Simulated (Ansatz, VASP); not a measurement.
ReS in VASP and in Ansatz

The input INCAR:

```
PREC     = Accurate       # precision mode
ENCUT    = 600            # plane-wave cutoff, eV
EDIFF    = 1E-6           # SCF threshold, eV
ISMEAR   = 0              # smearing method
SIGMA    = 0.1            # smearing width, eV
LREAL    = F              # projectors in reciprocal space
LASPH    = T              # aspherical terms in the spheres
NELM     = 80             # most SCF steps
ALGO     = Normal         # electronic algorithm
ISIF     = 3              # what is computed and relaxed
LWAVE    = F              # write WAVECAR
LCHARG   = F              # write CHGCAR
GGA      = PE             # functional
IBRION   = 2              # ionic algorithm
NSW      = 100            # ionic steps
EDIFFG   = -0.01          # ionic threshold
```

KPOINTS

```
Automatic mesh
0
Gamma
  14 14 14
```

POSCAR

```
ReS
1.0
    0.0000000000      2.6191970069      2.6191970069
    2.6191970069      0.0000000000      2.6191970069
    2.6191970069      2.6191970069      0.0000000000
Re S
1 1
Direct
    0.0000000000      0.0000000000      0.0000000000
    0.2500000000      0.2500000000      0.2500000000
```

Input for Ansatz:

```yaml
crystal:
  lattice:
    - [0.0, 2.6191970069, 2.6191970069]
    - [2.6191970069, 0.0, 2.6191970069]
    - [2.6191970069, 2.6191970069, 0.0]
  atoms:
    - { symbol: Re, position: [0.0, 0.0, 0.0] }
    - { symbol: S, position: [0.25, 0.25, 0.25] }
basis:
  ecutwfc: 420
kpoints:
  mp_grid: { grid: [14, 14, 14] }
hamiltonian:
  xc: pbe
scf:
  occupations: { method: gaussian, width: 0.1 }
output:
  forces: true
  stress: true
  eigenvalues: true
  write_density: true
  write_potential: true
  elf: true
  volumetric_format: npy
relax:
  adjacent_minimum: "off"
  f_tol: 0.01
  max_steps: 80
  cell: { stress_tol: 0.05 }
```

Alike in both runs: task relaxation of cell and atoms; functional PBE; k mesh 14 × 14 × 14; occupations gaussian, width 0.1 eV; no spin polarisation.

```csv
,VASP,Ansatz
version,VASP 6.6.1,Ansatz 0.2.0
potentials or method,"VASP PAW PBE potentials, release 64 (Re, S), cutoff 600 eV","scalar-relativistic, plane waves, PAW"
valence electrons in the cell,13,21
```

|  | VASP | Ansatz | Ansatz less VASP |
| --- | --- | --- | --- |
| gap on the k mesh at the Fermi level, each at its own relaxed structure (eV) | none | none | - |
| relaxed volume (Å³/atom) | 18.09 | 17.95 | -0.133 |
| relaxed cell length with the largest relative difference (Å) | 3.712 | 3.703 | -0.0091 |

A gap of «none» marks a metal or a gap that the smearing closes. VASP's potentials hold 13 valence electrons a cell and Ansatz's 21, so a difference there can come from the potentials and not from the codes.

Spin-orbit coupling is off throughout.
